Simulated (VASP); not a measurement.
A run of VASP 6.6.1 is set up as follows.

Contents of INCAR:

```
SYSTEM = Cu
ALGO = Normal
EDIFF = 1E-7
ENCUT = 520
GGA = PE
ISIF = 2
ISMEAR = -1
LASPH = .True.
LCHARG = .False.
LREAL = .False.
LWAVE = .False.
NBANDS = 12
NELM = 100
PREC = Accurate
SIGMA = 0.06
```

File KPOINTS:

```
k-points
0
Gamma
  12 12 12
  0 0 0
```

Contents of POSCAR:

```
Cu
1.0
    0.0000000000      1.8257145000      1.8257145000
    1.8257145000      0.0000000000      1.8257145000
    1.8257145000      1.8257145000      0.0000000000
Cu
1
Direct
    0.0000000000      0.0000000000      0.0000000000
```

Potentials or basis: VASP PAW PBE potentials, release 64 (Cu).

The run is started by

```console
$ cat potpaw_PBE.64/Cu/POTCAR > POTCAR
$ mpirun -np 1 vasp_std > vasp.out
```

(1) Estimate the pressure.

## Answers

(1) -1.9 GPa.
